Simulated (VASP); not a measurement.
# ZnAu (R3m) in VASP: further runs

The runs below take ZnAu through single point, with PBEsol.

Everything below comes from runs of VASP 6.6.1. Logs are shortened: lines on timing, memory, paths and dates and some standing lists are left out, and cuts for length are marked.

## 1. The cell of the first run

It takes space group R3m (No. 160, trigonal). The conventional cell has a = 4.451 Å, b = 4.451 Å, c = 5.451 Å, α = 90.00°, β = 90.00°, γ = 120.00°. Within 3.2 Å of Zn (site symmetry 3m) lie 8 Au at 2.45 to 3.00 Å and 6 Zn at 3.15 Å. Within 3.2 Å of Au (site symmetry 3m) lie 8 Zn at 2.45 to 3.00 Å and 6 Au at 3.15 Å.

## 2. Single point, PBEsol (shortest bond scaled by 1.1)

Input file INCAR:

```
SYSTEM = ZnAu
PREC     = Accurate       ! precision mode
ENCUT    = 520            ! plane-wave cutoff, eV
EDIFF    = 1E-7           ! SCF threshold, eV
ISMEAR   = -1             ! smearing method
SIGMA    = 0.05           ! smearing width, eV
LREAL    = .False.        ! projectors in reciprocal space
LASPH    = .True.         ! aspherical terms in the spheres
NELM     = 100            ! most SCF steps
ALGO     = Normal         ! electronic algorithm
ISIF     = 2              ! what is computed and relaxed
LWAVE    = .False.        ! write WAVECAR
LCHARG   = .True.         ! write CHGCAR
GGA      = PS             ! functional
LELF     = .True.         ! ELF
LVHAR    = .True.       
NBANDS   = 18             ! bands
```

Input file KPOINTS:

```
Automatic mesh
0
Gamma
  10 10 10
  0 0 0
```

Input file POSCAR:

```
ZnAu
1.0
    3.1470000000      0.0000000000      0.0000000000
    0.0000000000      3.1470000000      0.0000000000
    0.0000000000      0.0000000000      3.1470000000
Zn Au
1 1
Direct
    0.5250000000      0.5250000000      0.5250000000
   -0.0250000000     -0.0250000000     -0.0250000000
```

Potentials or basis: VASP PAW PBE potentials, release 64 (Zn, Au).

On the command line:

```console
$ cat potpaw_PBE.64/Zn/POTCAR potpaw_PBE.64/Au/POTCAR > POTCAR
$ mpirun -np 1 vasp_std > vasp.out
```

OUTCAR:

```text
SYSTEM = ZnAu
   PREC = Accurate
   ENCUT = 520
   EDIFF = 1E-7
   ISMEAR = -1
   LREAL = .False.
   LASPH = .True.
   NELM = 100
   ISIF = 2
   GGA = PS

 ion  position               nearest neighbor table
   1  0.525  0.525  0.525-   2 2.45   2 2.65   2 2.65   2 2.65   2 2.83   2 2.83   2 2.83   2 3.00

   2  0.975  0.975  0.975-   1 2.45   1 2.65   1 2.65   1 2.65   1 2.83   1 2.83   1 2.83   1 3.00

  LATTYP: Found a simple cubic cell.
 ALAT       =     3.1470000000

  Lattice vectors:

 A1 = (   3.1470000000,   0.0000000000,   0.0000000000)
 A2 = (   0.0000000000,   3.1470000000,   0.0000000000)
 A3 = (   0.0000000000,   0.0000000000,   3.1470000000)

Analysis of symmetry for initial positions (statically):
=====================================================================
 Subroutine PRICEL returns:
 Original cell was already a primitive cell.

 Routine SETGRP: Setting up the symmetry group for a
 simple cubic supercell.

 Subroutine GETGRP returns: Found  6 space group operations
 (whereof  6 operations were pure point group operations)
 out of a pool of 48 trial point group operations.

The static configuration has the point symmetry C_3v.

Analysis of symmetry for dynamics (positions and initial velocities):
=====================================================================
 Subroutine PRICEL returns:
 Original cell was already a primitive cell.

 Routine SETGRP: Setting up the symmetry group for a
 simple cubic supercell.

 Subroutine GETGRP returns: Found  6 space group operations
 (whereof  6 operations were pure point group operations)
 out of a pool of 48 trial point group operations.

The dynamic configuration has the point symmetry C_3v.

 Subroutine INISYM returns: Found  6 space group operations
 (whereof  6 operations are pure point group operations),
 and found     1 'primitive' translations

----------------------------------------------------------------------------------------

                                     Primitive cell

  volume of cell :      31.1667

  direct lattice vectors                    reciprocal lattice vectors
     3.147000000  0.000000000  0.000000000     0.317762949  0.000000000  0.000000000
     0.000000000  3.147000000  0.000000000     0.000000000  0.317762949  0.000000000
     0.000000000  0.000000000  3.147000000     0.000000000  0.000000000  0.317762949

  length of vectors
     3.147000000  3.147000000  3.147000000     0.317762949  0.317762949  0.317762949

  position of ions in fractional coordinates (direct lattice)
     0.525000000  0.525000000  0.525000000
     0.975000000  0.975000000  0.975000000

  ion indices of the primitive-cell ions
   primitive index   ion index
                 1           1
                 2           2

----------------------------------------------------------------------------------------

 KPOINTS: Automatic mesh

Automatic generation of k-mesh.
 Grid dimensions read from file:
 generate k-points for:   10   10   10

 Generating k-lattice:

  Cartesian coordinates                     Fractional coordinates (reciprocal lattice)
     0.031776295  0.000000000  0.000000000     0.100000000  0.000000000  0.000000000
     0.000000000  0.031776295  0.000000000     0.000000000  0.100000000  0.000000000
     0.000000000  0.000000000  0.031776295     0.000000000  0.000000000  0.100000000

  Length of vectors
     0.031776295  0.031776295  0.031776295

  Shift w.r.t. Gamma in fractional coordinates (k-lattice)
     0.000000000  0.000000000  0.000000000

 Subroutine IBZKPT returns following result:
 ===========================================

 Found    116 irreducible k-points:

 Following reciprocal coordinates:
            Coordinates               Weight
  0.000000  0.000000  0.000000      1.000000
  0.100000  0.000000  0.000000      6.000000
  0.200000  0.000000  0.000000      6.000000
  0.300000  0.000000  0.000000      6.000000
  0.400000  0.000000  0.000000      6.000000
  0.500000  0.000000  0.000000      3.000000
[... 16 lines left out ...]
  0.300000  0.300000  0.000000      6.000000
 -0.300000  0.300000  0.000000      6.000000
 [... further k-points ...]
   k-points           NKPTS =    116   k-points in BZ     NKDIM =    116   number of bands    NBANDS=     18
   number of dos      NEDOS =    301   number of ions     NIONS =      2
   total plane-waves  NPLWV =  13824
   dimension x,y,z NGX =    24 NGY =   24 NGZ =   24
   dimension x,y,z NGXF=    48 NGYF=   48 NGZF=   48
   ions per type =               1   1
   NGX,Y,Z   is equivalent  to a cutoff of  12.68, 12.68, 12.68 a.u.
   NGXF,Y,Z  is equivalent  to a cutoff of  25.36, 25.36, 25.36 a.u.
 SYSTEM =  ZnAu
   PREC   = accura    normal or accurate (medium, high low for compatibility)
   ISTART =      0    job   : 0-new  1-cont  2-samecut
   ICHARG =      2    charge: 1-file 2-atom 10-const
   ISPIN  =      1    spin polarized calculation?
   LNONCOLLINEAR =      F non collinear calculations
   LSORBIT =      F    spin-orbit coupling
   LASPH  =      T    aspherical Exc in radial PAW
   ENCUT  =  520.0 eV  38.22 Ry    6.18 a.u.   5.85  5.85  5.85*2*pi/ulx,y,z
   NELM   =    100;   NELMIN=  2; NELMDL= -5     # of ELM steps
   EDIFF  = 0.1E-06   stopping-criterion for ELM
   LREAL  =      F    real-space projection
   EDIFFG = 0.1E-05   stopping-criterion for IOM
   NSW    =      0    number of steps for IOM
   IBRION =     -1    ionic relax: 0-MD 1-quasi-New 2-CG
   NFREE  =      0    steps in history (QN), initial steepest desc. (CG)
   ISIF   =      2    stress and relaxation
   ISYM   =      2    0-nonsym 1-usesym 2-fastsym
   POTIM  = 0.5000    time-step for ionic-motion
   TEBEG  =    0.0;   TEEND  =   0.0 temperature during run
   PSTRESS=    0.0 pullay stress
   NELECT =      23.0000    total number of electrons
   NUPDOWN=      -1.0000    fix difference up-down
   EMIN   =  10.00;   EMAX   =-10.00  energy-range for DOS
   EFERMI =   0.00;   METHOD = LEGACY
   ISMEAR =    -1;   SIGMA  =   0.05  broadening in eV -4-tet -1-fermi 0-gaus
   EFERMI_NEDOS =   21; number of points for ismear=-14 and -15
   IALGO  =     38    algorithm
   IMIX   =      4    mixing-type and parameters
     AMIX     =   0.40;   BMIX     =  1.00
     AMIX_MAG =   1.60;   BMIX_MAG =  1.00
  volume/ion in A,a.u.               =      15.58       105.16
  Fermi-wavevector in a.u.,A,eV,Ry     =   1.479406  2.795672 29.778283  2.188642
  Thomas-Fermi vector in A             =   2.593568
   LORBIT       =      0    0 simple, 1 ext, 2 COOP (PROOUT), +10 PAW based schemes
   GGA     = PS    functional components
   LHFCALC =     F    Hartree Fock is set to
   AEXX    =    0.0000 exact exchange contribution
   IVDW    =     0    specifies the selected vdW correction
   LEPSILON=     F    determine dielectric tensor
   LRPA    =     F    only Hartree local field effects (RPA)
 non-spin polarized calculation
  energy-cutoff  :      520.00
  volume of cell :       31.17
 maximum number of plane-waves:       862
   NGX = 11   NGY = 11   NGZ = 11

 number of electron      23.0000000 magnetization

 Free energy of the ion-electron system (eV)
  ---------------------------------------------------
  ext. energy  EPLUGINS =         0.00000000
  ---------------------------------------------------
  free energy    TOTEN  =        -5.80810507 eV

  energy without entropy =       -5.80430669  energy(sigma->0) =       -5.80620588

 E-fermi :   6.9331     XC(G=0): -12.5160

 val. band max:        6.7447694137   @ k =   0.3000   0.1000   0.0000
 cond. band min:       6.9390314601   @ k =  -0.3000   0.1000   0.1000
 fundamental gap:      0.1942620464
 Fermi energy:         6.9331362123

 k-point     1 :       0.0000    0.0000    0.0000
  band No.  band energies     occupation
      1      -3.7645      2.00000
      2      -1.2241      2.00000
      3      -1.2241      2.00000
      4      -0.6135      2.00000
      5      -0.4651      2.00000
      6      -0.4651      2.00000
[... 10 lines left out ...]
     17      18.8878      0.00000
     18      25.2048      0.00000

 k-point     2 :       0.1000    0.0000    0.0000
  band No.  band energies     occupation
      1      -3.5880      2.00000
      2      -1.1943      2.00000
      3      -1.1698      2.00000
      4      -0.6118      2.00000
      5      -0.4687      2.00000
      6      -0.4599      2.00000
[... 10 lines left out ...]
     17      19.7522      0.00000
     18      25.0791      0.00000

 k-point     3 :       0.2000    0.0000    0.0000
  band No.  band energies     occupation
      1      -3.0753      2.00000
      2      -1.1126      2.00000
      3      -1.0294      2.00000
      4      -0.6075      2.00000
      5      -0.4805      2.00000
      6      -0.4447      2.00000
[... 10 lines left out ...]
     17      22.1384      0.00000
     18      24.3871      0.00000

 k-point     4 :       0.3000    0.0000    0.0000
  band No.  band energies     occupation
      1      -2.2876      2.00000
      2      -1.0000      2.00000
      3      -0.8588      2.00000
      4      -0.5989      2.00000
      5      -0.5049      2.00000
      6      -0.4247      2.00000
[... 10 lines left out ...]
     17      22.1915      0.00000
     18      22.4353      0.00000

 k-point     5 :       0.4000    0.0000    0.0000
  band No.  band energies     occupation
      1      -1.3993      2.00000
      2      -0.8880      2.00000
      3      -0.7187      2.00000
      4      -0.5757      2.00000
      5      -0.5463      2.00000
      6      -0.4084      2.00000
[... 10 lines left out ...]
     17      20.2948      0.00000
     18      20.4013      0.00000

 k-point     6 :       0.5000    0.0000    0.0000
  band No.  band energies     occupation
      1      -0.9534      2.00000
      2      -0.8320      2.00000
      3      -0.6617      2.00000
      4      -0.5762      2.00000
      5      -0.5120      2.00000
      6      -0.3973      2.00000
[... 10 lines left out ...]
     17      19.0099      0.00000
     18      19.1028      0.00000

 k-point     7 :       0.1000    0.1000    0.0000
  band No.  band energies     occupation
      1      -3.4128      2.00000
      2      -1.1574      2.00000
      3      -1.1237      2.00000
      4      -0.5934      2.00000
      5      -0.4940      2.00000
      6      -0.4518      2.00000
[... 10 lines left out ...]
     17      19.8969      0.00000
     18      24.3826      0.00000

 k-point     8 :      -0.1000    0.1000    0.0000
  band No.  band energies     occupation
      1      -3.4161      2.00000
      2      -1.1544      2.00000
      3      -1.1306      2.00000
      4      -0.6335      2.00000
      5      -0.4848      2.00000
      6      -0.4316      2.00000
[... 10 lines left out ...]
     17      19.8891      0.00000
     18      24.1542      0.00000
[... 229 lines left out ...]
     17      21.9050      0.00000
     18      22.5096      0.00000

 k-point    20 :       0.4000    0.2000    0.0000
  band No.  band energies     occupation
      1      -1.3094      2.00000
      2      -0.9581      2.00000
      3      -0.6631      2.00000
      4      -0.6204      2.00000
      5      -0.5463      2.00000
      6      -0.0495      2.00000
[... 10 lines left out ...]
     17      20.6073      0.00000
     18      21.6531      0.00000

 k-point    21 :      -0.2000    0.4000    0.0000
  band No.  band energies     occupation
      1      -1.3405      2.00000
      2      -0.9816      2.00000
      3      -0.7152      2.00000
      4      -0.6044      2.00000
      5      -0.5161      2.00000
      6      -0.0093      2.00000
[... 10 lines left out ...]
     17      20.6092      0.00000
     18      21.6398      0.00000

 k-point    22 :       0.5000    0.2000    0.0000
  band No.  band energies     occupation
      1      -1.1261      2.00000
      2      -1.0184      2.00000
      3      -0.6850      2.00000
      4      -0.6029      2.00000
      5      -0.5327      2.00000
      6       0.4212      2.00000
[... 10 lines left out ...]
     17      19.2752      0.00000
     18      21.4833      0.00000

 k-point    23 :       0.3000    0.3000    0.0000
  band No.  band energies     occupation
      1      -1.5095      2.00000
      2      -0.9999      2.00000
      3      -0.7064      2.00000
      4      -0.6259      2.00000
      5      -0.4966      2.00000
      6      -0.1440      2.00000
[... 10 lines left out ...]
     17      21.4601      0.00000
     18      21.9653      0.00000

 k-point    24 :      -0.3000    0.3000    0.0000
  band No.  band energies     occupation
      1      -1.5529      2.00000
      2      -1.0229      2.00000
      3      -0.7869      2.00000
      4      -0.5433      2.00000
      5      -0.5302      2.00000
      6      -0.0753      2.00000
[... 10 lines left out ...]
     17      21.4746      0.00000
     18      22.0534      0.00000

 [... further k-points ...]
[... 5 lines left out ...]
  --------------------------------------------------------------------------------------
  -------------------------------------------------------------------------------------
  Total        0.3281499      0.3281499      0.3281499      0.5341333      0.5341333      0.5341333
  in kB       16.8691266     16.8691266     16.8691266     27.4580688     27.4580688     27.4580688
  external PRESSURE =      16.8691266 kB  Pullay stress =       0.0000000 kB

 VOLUME and BASIS-vectors are now :
 -----------------------------------------------------------------------------
  energy-cutoff  :      520.00
  volume of cell :       31.17
      direct lattice vectors                 reciprocal lattice vectors
     3.147000000  0.000000000  0.000000000     0.317762949  0.000000000  0.000000000
     0.000000000  3.147000000  0.000000000     0.000000000  0.317762949  0.000000000
     0.000000000  0.000000000  3.147000000     0.000000000  0.000000000  0.317762949

 POSITION                                       TOTAL-FORCE (eV/Angst)
 -----------------------------------------------------------------------------------
      1.65217      1.65217      1.65217        -0.708307     -0.708307     -0.708307
      3.06833      3.06833      3.06833         0.708307      0.708307      0.708307
 -----------------------------------------------------------------------------------
    total drift:                               -0.000207     -0.000207     -0.000159

  FREE ENERGIE OF THE ION-ELECTRON SYSTEM (eV)
  ---------------------------------------------------
  free  energy   TOTEN  =        -5.8081050699 eV

  energy  without entropy=       -5.8043066927  energy(sigma->0) =       -5.80620588
```

Wall time 24 s (1 thread of Intel Xeon Platinum 8488C (Sapphire Rapids), shared host); peak memory 0.19 GiB.

What came out:

| Item | Value |
| --- | --- |
| Free energy | -5.8081 eV |
| Pressure | 1.7 GPa |
| Largest force | 1.227 eV/Å |
| Band gap on the k mesh | zero (an odd number of electrons rules out a gap without spin polarisation) |

Forces in eV/Å, atoms in the order of the input:
```
Zn  -0.708 -0.708 -0.708
Au   0.708  0.708  0.708
```

Caveat: the cell differs from its parent crystal (shortest bond scaled by 1.1); the PAW data sets were made with another functional, which shifts forces and pressure a little; spin-orbit coupling is left out, which moves the levels of the heavy elements.

## 3. Single point, PBEsol (shortest bond scaled by 0.82)

Input file INCAR:

```
  ALGO = Normal
  EDIFF = 1E-7
  ENCUT = 520
  GGA = PS
  ISIF = 2
  ISMEAR = -1
  LASPH = True
  LCHARG = False
  LREAL = False
  LWAVE = False
  NBANDS = 18
  NELM = 80
  PREC = Accurate
  SIGMA = 0.05
```

Input file KPOINTS:

```
k-points
0
Gamma
  10 10 10
```

Input file POSCAR:

```
ZnAu
1.0
    3.1470000000      0.0000000000      0.0000000000
    0.0000000000      3.1470000000      0.0000000000
    0.0000000000      0.0000000000      3.1470000000
Zn Au
1 1
Direct
    0.4550000000      0.4550000000      0.4550000000
    0.0450000000      0.0450000000      0.0450000000
```

Potentials or basis: VASP PAW PBE potentials, release 64 (Zn, Au).

On the command line:

```console
$ cat potpaw_PBE.64/Zn/POTCAR potpaw_PBE.64/Au/POTCAR > POTCAR
$ mpirun -np 1 vasp_std > vasp.out
```

Wall time 22 s (1 thread of Intel Xeon Platinum 8488C (Sapphire Rapids), shared host); peak memory 0.19 GiB.

Results (log left out):

* Free energy: -5.3094 eV
* Pressure: 12.7 GPa
* Largest force: 3.733 eV/Å
* Band gap on the k mesh: zero (an odd number of electrons rules out a gap without spin polarisation)

Forces in eV/Å, atoms in the order of the input:
```
Zn   2.155  2.155  2.155
Au  -2.155 -2.155 -2.155
```

Stress tensor (GPa, compression positive):
```
12.67 11.15 11.15
11.15 12.67 11.15
11.15 11.15 12.67
```

Levels at points of the mesh, in eV from the Fermi level:
```csv
k point,band 7,band 8,band 9,band 10,band 11,band 12,band 13,band 14,band 15,band 16
"(0.00, 0.00, 0.00)",-5.65,-5.65,-3.99,-3.99,-3.78,5.30,5.45,5.45,8.35,11.62
"(0.50, 0.00, 0.00)",-5.63,-5.59,-4.73,-4.69,-3.85,-2.49,8.90,9.32,10.78,10.87
"(0.50, 0.50, 0.00)",-5.37,-4.37,-4.29,-3.36,-2.01,-1.92,0.69,2.45,10.89,12.85
"(0.50, 0.50, 0.50)",-6.55,-6.55,-3.31,-3.31,1.45,2.69,3.24,3.24,3.59,6.35
```

Caveat: the cell differs from its parent crystal (shortest bond scaled by 0.82); the cell stands under pressure; the PAW data sets were made with another functional, which shifts forces and pressure a little; spin-orbit coupling is left out, which moves the levels of the heavy elements.

## 4. Single point, PBEsol (shortest bond scaled by 0.82)

Input file INCAR:

```
SYSTEM = ZnAu
PREC = Accurate ; ENCUT = 520
EDIFF = 1E-6 ; ISMEAR = -1
SIGMA = 0.05 ; LREAL = .False.
LASPH = .True. ; NELM = 80
ALGO = Normal ; ISIF = 2
LWAVE = .False. ; LCHARG = .True.
GGA = PS ; LELF = .True.
LVHAR = .True. ; NBANDS = 18
```

Input file KPOINTS:

```
regular mesh
0
Gamma
  10 10 10
  0 0 0
```

POSCAR is that of step 3.

On the command line:

```console
$ cat potpaw_PBE.64/Zn/POTCAR potpaw_PBE.64/Au/POTCAR > POTCAR
$ mpirun -np 1 vasp_std > vasp.out
```

Wall time 21 s (1 thread of Intel Xeon Platinum 8488C (Sapphire Rapids), shared host); peak memory 0.19 GiB.

Results (log left out):

| Quantity | Value |
| --- | --- |
| Free energy | -5.3094 eV |
| Pressure | 12.7 GPa |
| Largest force | 3.733 eV/Å |
| Band gap on the k mesh | zero (an odd number of electrons rules out a gap without spin polarisation) |

Forces on the atoms (eV/Å):
```
Zn   2.155  2.155  2.155
Au  -2.155 -2.155 -2.155
```

Stress tensor (GPa, compression positive):
```
12.67 11.15 11.15
11.15 12.67 11.15
11.15 11.15 12.67
```

Levels at points of the mesh, in eV from the Fermi level:
```
           k point  band 7  band 8  band 9  band 10  band 11  band 12  band 13  band 14  band 15  band 16
(0.00, 0.00, 0.00)   -5.65   -5.65   -3.99    -3.99    -3.78     5.30     5.45     5.45     8.35    11.62
(0.50, 0.00, 0.00)   -5.63   -5.59   -4.73    -4.69    -3.85    -2.49     8.90     9.32    10.78    10.87
(0.50, 0.50, 0.00)   -5.37   -4.37   -4.29    -3.36    -2.01    -1.92     0.69     2.45    10.89    12.85
(0.50, 0.50, 0.50)   -6.55   -6.55   -3.31    -3.31     1.45     2.69     3.24     3.24     3.59     6.35
```

Caveat: the cell differs from its parent crystal (shortest bond scaled by 0.82); the cell stands under pressure; the PAW data sets were made with another functional, which shifts forces and pressure a little; spin-orbit coupling is left out, which moves the levels of the heavy elements.

The gap in the log of VASP goes by the Fermi energy; the results here count the filled bands.